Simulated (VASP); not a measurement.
# MgO (P-4m2) in VASP: further runs

The runs below take MgO through single point, with LDA.

All numbers are computed with VASP 6.6.1; they aren't measurements. Logs are shortened: lines on timing, memory, paths and dates and some standing lists are left out, and cuts for length are marked.

**1. The cell of the first run**

It takes space group P-4m2 (No. 115, tetragonal). Conventional cell: a = 5.523 Å, b = 5.523 Å, c = 5.523 Å, α = 90.00°, β = 90.00°, γ = 90.00°. Mg (site symmetry m) has 4 O at 1.94 to 1.96 Å within 2.6 Å. Within 2.4 Å of Mg (site symmetry -4m2) lie 4 O at 1.84 Å. Mg (site symmetry -4m2) has 4 O at 2.08 Å and 2 Mg at 2.76 Å within 2.8 Å. O (site symmetry m) has 4 Mg at 1.84 to 2.08 Å within 2.4 Å. O (site symmetry -4m2) has 4 Mg at 1.94 Å within 2.6 Å. Within 2.6 Å of O (site symmetry -4m2) lie 4 Mg at 1.96 Å.

**2. Single point, LDA (atoms displaced along a vibrational mode)**

The input, INCAR:

```
PREC = Accurate ; ENCUT = 520
EDIFF = 1E-6 ; ISMEAR = 0
SIGMA = 0.05 ; LREAL = False
LASPH = True ; NELM = 60
ALGO = Normal ; ISIF = 2
LWAVE = False ; LCHARG = True
LELF = True ; LVHAR = True
NBANDS = 36
```

The input, KPOINTS:

```
Automatic mesh
0
Gamma
  4 4 4
```

The input, POSCAR:

```
MgO
1.0
    5.5230736673      0.0000000000      0.0000000000
    0.0000000000      5.5230736673      0.0000000000
    0.0000000000      0.0000000000      5.5230736673
Mg O
6 6
Direct
    0.2500000000     -0.0023537269      0.5000000000
    0.0000000000      0.5023537269      0.2500000000
    0.5000000000      0.7500000000      0.0000000000
    0.7500000000     -0.0023537269      0.5000000000
    0.0000000000      0.5023537269      0.7500000000
    0.5000000000      0.2500000000      0.0000000000
    0.2500000000      0.5310006935      0.0000000000
    0.5000000000     -0.0310006935      0.2500000000
    0.0000000000      0.7500000000      0.5000000000
    0.7500000000      0.5310006935      0.0000000000
    0.5000000000     -0.0310006935      0.7500000000
    0.0000000000      0.2500000000      0.5000000000
```

Potentials or basis: VASP PAW LDA potentials, release 64 (Mg, O).

On the command line:

```bash
cat potpaw_LDA.64/Mg/POTCAR potpaw_LDA.64/O/POTCAR > POTCAR
mpirun -np 1 vasp_std > vasp.out
```

OUTCAR:

```text
PREC = Accurate
   ENCUT = 520
   EDIFF = 1E-6
   ISMEAR = 0
   LREAL = False
   LASPH = True
   NELM = 60
   ISIF = 2

 ion  position               nearest neighbor table
   1  0.250  0.998  0.500-   9 1.94   8 1.96  11 1.96  12 1.96   4 2.76   4 2.76   5 3.36   2 3.36
                             3 3.38   3 3.38   6 3.39   6 3.39   2 3.40   5 3.40
   2  0.000  0.502  0.250-   9 1.94   7 1.96  10 1.96  12 1.96   5 2.76   5 2.76   1 3.36   4 3.36
                             3 3.38   3 3.38   6 3.39   6 3.39   1 3.40   4 3.40
   3  0.500  0.750  0.000-   7 1.84   8 1.84  10 1.84  11 1.84   6 2.76   6 2.76   4 3.38   5 3.38
                             1 3.38   1 3.38   4 3.38   2 3.38   2 3.38   5 3.38
   4  0.750  0.998  0.500-   9 1.94   8 1.96  11 1.96  12 1.96   1 2.76   1 2.76   5 3.36   2 3.36
                             3 3.38   3 3.38   6 3.39   6 3.39   2 3.40   5 3.40
   5  0.000  0.502  0.750-   9 1.94   7 1.96  10 1.96  12 1.96   2 2.76   2 2.76   4 3.36   1 3.36
                             3 3.38   3 3.38   6 3.39   6 3.39   1 3.40   4 3.40
   6  0.500  0.250  0.000-   7 2.08   8 2.08  10 2.08  11 2.08   3 2.76   3 2.76   5 3.39   2 3.39
                             2 3.39   5 3.39   4 3.39   4 3.39   1 3.39   1 3.39
   7  0.250  0.531  0.000-   3 1.84   2 1.96   5 1.96   6 2.08
   8  0.500  0.969  0.250-   3 1.84   1 1.96   4 1.96   6 2.08
   9  0.000  0.750  0.500-   1 1.94   2 1.94   4 1.94   5 1.94
  10  0.750  0.531  0.000-   3 1.84   2 1.96   5 1.96   6 2.08
  11  0.500  0.969  0.750-   3 1.84   1 1.96   4 1.96   6 2.08
  12  0.000  0.250  0.500-   1 1.96   2 1.96   4 1.96   5 1.96

  LATTYP: Found a simple cubic cell.
 ALAT       =     5.5230736673

  Lattice vectors:

 A1 = (   5.5230736673,   0.0000000000,   0.0000000000)
 A2 = (   0.0000000000,   5.5230736673,   0.0000000000)
 A3 = (   0.0000000000,   0.0000000000,   5.5230736673)

Analysis of symmetry for initial positions (statically):
=====================================================================
 Subroutine PRICEL returns:
 Original cell was already a primitive cell.

 Routine SETGRP: Setting up the symmetry group for a
 simple cubic supercell.

 Subroutine GETGRP returns: Found  8 space group operations
 (whereof  4 operations were pure point group operations)
 out of a pool of 48 trial point group operations.

The static configuration has the point symmetry C_2v.
 The point group associated with its full space group is D_2d.

Analysis of symmetry for dynamics (positions and initial velocities):
=====================================================================
 Subroutine PRICEL returns:
[... 137 lines left out ...]
   EFERMI =   0.00;   METHOD = LEGACY
   ISMEAR =     0;   SIGMA  =   0.05  broadening in eV -4-tet -1-fermi 0-gaus
   EFERMI_NEDOS =   21; number of points for ismear=-14 and -15
   IALGO  =     38    algorithm
   IMIX   =      4    mixing-type and parameters
     AMIX     =   0.40;   BMIX     =  1.00
     AMIX_MAG =   1.60;   BMIX_MAG =  1.00
  volume/ion in A,a.u.               =      14.04        94.75
  Fermi-wavevector in a.u.,A,eV,Ry     =   1.077228  2.035666 15.788483  1.160421
  Thomas-Fermi vector in A             =   2.213134
   LORBIT       =      0    0 simple, 1 ext, 2 COOP (PROOUT), +10 PAW based schemes
   GGA     = CA    functional components
   LHFCALC =     F    Hartree Fock is set to
   AEXX    =    0.0000 exact exchange contribution
   IVDW    =     0    specifies the selected vdW correction
   LEPSILON=     F    determine dielectric tensor
   LRPA    =     F    only Hartree local field effects (RPA)
 non-spin polarized calculation
 Gauss-broadening in eV      SIGMA  =   0.05
  energy-cutoff  :      520.00
  volume of cell :      168.48
 maximum number of plane-waves:      4632
 NGX is ok and might be reduce to    42
   NGX = 21   NGY = 21   NGZ = 21

 number of electron      47.9999992 magnetization

 Free energy of the ion-electron system (eV)
  ---------------------------------------------------
  ext. energy  EPLUGINS =         0.00000000
  ---------------------------------------------------
  free energy    TOTEN  =       -76.65048724 eV

  energy without entropy =      -76.65048724  energy(sigma->0) =      -76.65048724

 E-fermi :   0.0717     XC(G=0):  -9.1946

 val. band max:       -0.1693207337   @ k =   0.0000   0.0000   0.0000
 cond. band min:       2.5261640129   @ k =   0.0000   0.0000   0.0000
 fundamental gap:      2.6954847467
 Fermi energy:         0.0716713087

 k-point     1 :       0.0000    0.0000    0.0000
  band No.  band energies     occupation
      1     -16.1564      2.00000
      2     -15.7007      2.00000
      3     -15.5957      2.00000
      4     -15.1312      2.00000
      5     -15.1312      2.00000
      6     -15.1152      2.00000
[... 691 lines left out ...]
     35      11.5673      0.00000
     36      11.7689      0.00000

------------------------ aborting loop because EDIFF is reached ----------------------------------------

  FORCE on cell =-STRESS in cart. coord.  units (eV):
  Direction    XX          YY          ZZ          XY          YZ          ZX
  --------------------------------------------------------------------------------------
  -------------------------------------------------------------------------------------
  Total        0.5815637     -0.0445072      0.5815637      0.0000000      0.0000000      0.0000000
  in kB        5.5305126     -0.4232516      5.5305126      0.0000000      0.0000000      0.0000000
  external PRESSURE =       3.5459245 kB  Pullay stress =       0.0000000 kB

 VOLUME and BASIS-vectors are now :
 -----------------------------------------------------------------------------
  energy-cutoff  :      520.00
  volume of cell :      168.48
      direct lattice vectors                 reciprocal lattice vectors
     5.523073667  0.000000000  0.000000000     0.181058603  0.000000000  0.000000000
     0.000000000  5.523073667  0.000000000     0.000000000  0.181058603  0.000000000
     0.000000000  0.000000000  5.523073667     0.000000000  0.000000000  0.181058603

 POSITION                                       TOTAL-FORCE (eV/Angst)
 -----------------------------------------------------------------------------------
      1.38077      5.51007      2.76154         0.047565     -0.497192      0.000000
      0.00000      2.77454      1.38077         0.000000      0.497192     -0.047565
      2.76154      4.14231      0.00000         0.000000     -0.000000      0.000000
      4.14231      5.51007      2.76154        -0.047565     -0.497192      0.000000
      0.00000      2.77454      4.14231         0.000000      0.497192      0.047565
      2.76154      1.38077      0.00000         0.000000     -0.000000      0.000000
      1.38077      2.93276      0.00000        -0.619943     -2.319416      0.000000
      2.76154      5.35185      1.38077        -0.000000      2.319416      0.619943
      0.00000      4.14231      2.76154         0.000000      0.000000      0.000000
      4.14231      2.93276      0.00000         0.619943     -2.319416      0.000000
      2.76154      5.35185      4.14231        -0.000000      2.319416     -0.619943
      0.00000      1.38077      2.76154         0.000000      0.000000      0.000000
 -----------------------------------------------------------------------------------
    total drift:                                0.000000     -0.000000      0.000000

  FREE ENERGIE OF THE ION-ELECTRON SYSTEM (eV)
  ---------------------------------------------------
  free  energy   TOTEN  =       -76.6504872441 eV

  energy  without entropy=      -76.6504872441  energy(sigma->0) =      -76.65048724
```

Run time: 50 s. Hardware: 1 thread of Intel Xeon 6975P-C (Granite Rapids), shared host; peak memory 0.25 GiB.

Results:

* Free energy: -76.6505 eV
* Pressure: 0.4 GPa
* Largest force: 2.401 eV/Å
* Band gap on the k mesh: 2.70 eV

Forces in eV/Å, atoms in the order of the input:
```
Mg   0.048 -0.497  0.000
Mg   0.000  0.497 -0.048
Mg   0.000  0.000  0.000
Mg  -0.048 -0.497  0.000
Mg   0.000  0.497  0.048
Mg   0.000  0.000  0.000
O   -0.620 -2.319  0.000
O    0.000  2.319  0.620
O    0.000  0.000  0.000
O    0.620 -2.319  0.000
O    0.000  2.319 -0.620
O    0.000  0.000  0.000
```

Caveat: the cell differs from its parent crystal (atoms displaced along a vibrational mode); forces of over 1 eV/Å act on the atoms, so gaps and moduli don't describe the material at rest.

**3. Single point, LDA (atoms displaced along a vibrational mode)**

The input, INCAR:

```
SYSTEM = MgO
PREC = Accurate
ENCUT = 520
EDIFF = 1E-7
ISMEAR = 0
SIGMA = 0.05
LREAL = .False.
LASPH = .True.
NELM = 100
ALGO = Normal
ISIF = 2
LWAVE = .False.
LCHARG = .False.
GGA = CA
NBANDS = 36
```

The input, KPOINTS:

```
regular mesh
0
Gamma
  4 4 4
  0 0 0
```

The input, POSCAR:

```
MgO
1.0
    5.5230736673      0.0000000000      0.0000000000
    0.0000000000      5.5230736673      0.0000000000
    0.0000000000      0.0000000000      5.5230736673
Mg O
6 6
Direct
    0.2500000000      0.0080752486      0.5000000000
    0.0000000000      0.4919247514      0.2500000000
    0.5000000000      0.7500000000      0.0000000000
    0.7500000000      0.0080752486      0.5000000000
    0.0000000000      0.4919247514      0.7500000000
    0.5000000000      0.2500000000      0.0000000000
    0.2500000000      0.5228864995      0.0000000000
    0.5000000000     -0.0228864995      0.2500000000
    0.0000000000      0.7500000000      0.5000000000
    0.7500000000      0.5228864995      0.0000000000
    0.5000000000     -0.0228864995      0.7500000000
    0.0000000000      0.2500000000      0.5000000000
```

Potentials or basis: VASP PAW LDA potentials, release 64 (Mg, O).

On the command line:

```bash
cat potpaw_LDA.64/Mg/POTCAR potpaw_LDA.64/O/POTCAR > POTCAR
mpirun -np 1 vasp_std > vasp.out
```

Run time: 55 s. Hardware: 1 thread of Intel Xeon 6975P-C (Granite Rapids), shared host; peak memory 0.25 GiB.

It converged, with:

- Free energy: -76.8318 eV
- Pressure: -0.2 GPa
- Largest force: 1.960 eV/Å
- Band gap on the k mesh: 2.70 eV

Forces on the atoms (eV/Å):
```
Mg   0.085 -1.229  0.000
Mg   0.000  1.229 -0.085
Mg   0.000  0.000  0.000
Mg  -0.085 -1.229  0.000
Mg   0.000  1.229  0.085
Mg   0.000  0.000  0.000
O   -0.371 -1.925  0.000
O    0.000  1.925  0.371
O    0.000  0.000  0.000
O    0.371 -1.925  0.000
O    0.000  1.925 -0.371
O    0.000  0.000  0.000
```

Stress tensor (GPa, compression positive):
```
 0.03  0.00  0.00
 0.00 -0.61  0.00
 0.00  0.00  0.03
```

Levels at points of the mesh, in eV from the valence-band top:
```tsv
k point	band 22	band 23	band 24	band 25	band 26	band 27
(0.00, 0.00, 0.00)	-0.01	0.00	0.00	2.70	5.66	7.69
(0.50, 0.00, 0.00)	-0.39	-0.01	-0.01	4.55	4.58	7.46
(0.00, 0.50, 0.00)	-0.50	0.00	0.00	4.34	4.95	7.17
(0.50, 0.50, 0.00)	-0.63	-0.29	0.00	5.05	5.47	6.28
(0.50, 0.00, 0.50)	-0.41	-0.41	0.00	5.50	5.50	5.50
(0.50, 0.50, 0.50)	-0.87	-0.56	-0.56	5.90	5.90	6.68
```

Caveat: the cell differs from its parent crystal (atoms displaced along a vibrational mode); forces of over 1 eV/Å act on the atoms, so gaps and moduli don't describe the material at rest.

**4. Single point, LDA (atoms displaced along a vibrational mode)**

The input, INCAR:

```
ALGO = Normal ; EDIFF = 1E-6
ENCUT = 520 ; ISIF = 2
ISMEAR = 0 ; LASPH = T
LCHARG = F ; LREAL = F
LWAVE = F ; NBANDS = 36
NELM = 100 ; PREC = Accurate
SIGMA = 0.05
```

The input, KPOINTS:

```
k-points
0
Gamma
  4 4 4
```

The input, POSCAR:

```
MgO
1.0
    5.5230736673      0.0000000000      0.0000000000
    0.0000000000      5.5230736673      0.0000000000
    0.0000000000      0.0000000000      5.5230736673
Mg O
6 6
Direct
    0.2500000000     -0.0130362194      0.5000000000
    0.0000000000      0.5130362194      0.2500000000
    0.5000000000      0.7500000000      0.0000000000
    0.7500000000     -0.0130362194      0.5000000000
    0.0000000000      0.5130362194      0.7500000000
    0.5000000000      0.2500000000      0.0000000000
    0.2500000000      0.5101427425      0.0000000000
    0.5000000000     -0.0101427425      0.2500000000
    0.0000000000      0.7500000000      0.5000000000
    0.7500000000      0.5101427425      0.0000000000
    0.5000000000     -0.0101427425      0.7500000000
    0.0000000000      0.2500000000      0.5000000000
```

On the command line:

```bash
cat potpaw_LDA.64/Mg/POTCAR potpaw_LDA.64/O/POTCAR > POTCAR
mpirun -np 1 vasp_std > vasp.out
```

It took 47 s on 1 thread of Intel Xeon 6975P-C (Granite Rapids), shared host; peak memory 0.25 GiB.

Results (log left out):

* Free energy: -77.2419 eV
* Pressure: -0.4 GPa
* Largest force: 0.922 eV/Å
* Band gap on the k mesh: 2.82 eV (least direct gap 2.82 eV)

Forces in eV/Å, atoms in the order of the input:
```
Mg   0.110  0.915  0.000
Mg   0.000 -0.915 -0.110
Mg   0.000  0.000  0.000
Mg  -0.110  0.915  0.000
Mg   0.000 -0.915  0.110
Mg   0.000  0.000  0.000
O   -0.061 -0.472  0.000
O    0.000  0.472  0.061
O    0.000  0.000  0.000
O    0.061 -0.472  0.000
O    0.000  0.472 -0.061
O    0.000  0.000  0.000
```

Levels at points of the mesh, in eV from the valence-band top:
```tsv
k point	band 22	band 23	band 24	band 25	band 26	band 27
(0.00, 0.00, 0.00)	-0.03	-0.03	-0.01	2.82	5.80	7.99
(0.50, 0.00, 0.00)	-0.54	-0.04	0.00	4.75	4.76	7.55
(0.00, 0.50, 0.00)	-0.61	-0.04	-0.04	4.70	4.80	7.42
(0.50, 0.50, 0.00)	-0.64	-0.38	-0.03	5.70	5.71	5.76
(0.50, 0.00, 0.50)	-0.50	-0.50	0.00	5.72	5.72	5.73
(0.50, 0.50, 0.50)	-0.90	-0.70	-0.70	6.26	6.26	7.38
```

Caveat: the cell differs from its parent crystal (atoms displaced along a vibrational mode).

**5. The runs side by side**

| cell | gap on the mesh (eV) | pressure (GPa) | largest force (eV/Å) |
| --- | --- | --- | --- |
| as given, atomic positions A | 2.70 | 0.4 | 2.40 |
| as given, atomic positions B | 2.70 | -0.2 | 1.96 |
| as given, atomic positions C | 2.82 | -0.4 | 0.92 |

Alike in all rows: task single point; level LDA; potentials or basis VASP PAW LDA potentials, release 64 (Mg, O); no spin polarisation; k mesh 4 × 4 × 4; cutoff (eV) 520; smearing gaussian 0.05 eV.

Caveats: forces of over 1 eV/Å act on the atoms, so gaps and moduli don't describe the material at rest (at least some runs).

Total energies depend on the potentials used, so only differences within one code and one set of settings carry meaning.
